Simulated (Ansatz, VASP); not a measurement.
Two plane-wave programs on BaTiO3

```xyz
5
Lattice="4.0551 0.0000 0.0000 0.0000 2.8865 2.8949 0.0000 -2.8865 2.8949" Properties=species:S:1:pos:R:3 pbc="T T T"
Ba    0.0000    0.0000    0.0000
Ti    2.0276    0.0000    2.9666
O     0.0000    0.0000    2.8219
O     2.0276   -1.4046    4.3338
O     2.0276    1.4046    4.3338
```

Alike in both runs: task single point; functional r2SCAN; k mesh 6 × 6 × 6; no spin polarisation.

|  | VASP | Ansatz |
| --- | --- | --- |
| version | VASP 6.6.1 | Ansatz 0.2.0 |
| potentials or method | VASP PAW PBE potentials, release 64 (Ba_sv, Ti_sv, O), cutoff 520 eV | plane waves, PAW |
| occupations | fermi-dirac, width 0.1 eV | fermi-dirac |
| valence electrons in the cell | 40 | 40 |

|  | VASP | Ansatz | Ansatz less VASP |
| --- | --- | --- | --- |
| pressure (GPa) | -7.4 | -9.0 | -1.60 |
| traceless stress, the component that is largest in VASP (GPa) | -0.35 | -0.36 | -0.007 |

VASP's potentials were made for PBE, not for r2SCAN.

Neither program's run includes spin-orbit coupling.
